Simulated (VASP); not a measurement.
Al, 1 atom in the cell. Symmetry: I4/mmm, No. 139, tetragonal system. The conventional cell has a = 2.726 Å, b = 2.726 Å, c = 3.569 Å, α = 90.00°, β = 90.00°, γ = 90.00°. Al (site symmetry 4/mmm) has 14 Al at 2.63 to 3.57 Å within 3.6 Å. 

* Program: VASP 6.6.1
* Task: single point
* Functional: PBE
* Dispersion: D3(BJ)
* Potentials or basis: VASP PAW PBE potentials, release 64 (Al)
* Cutoff: 520 eV
* k mesh: 22 × 22 × 22
* Occupations: gaussian, width 0.15 eV
* Spin: no spin polarisation
* Dipole correction: no
* Further INCAR settings: ALGO = Normal; EDIFF = 1e-06; NBANDS = 8

Potentials or basis: VASP PAW PBE potentials, release 64 (Al).

Run with:

```sh
$ cat potpaw_PBE.64/Al/POTCAR > POTCAR
$ mpirun -np 1 vasp_std > vasp.out
```

Hardware: 1 thread of Intel(R) Xeon(R) Platinum 8488C (Sapphire Rapids), with other jobs on the host.

**Question.** Estimate the wall time of this run.

**Answer.** It took 36 s on 1 thread of Intel(R) Xeon(R) Platinum 8488C (Sapphire Rapids), on a shared host, peak memory 0.19 GiB. Counts: scf iterations 10, k points 834.
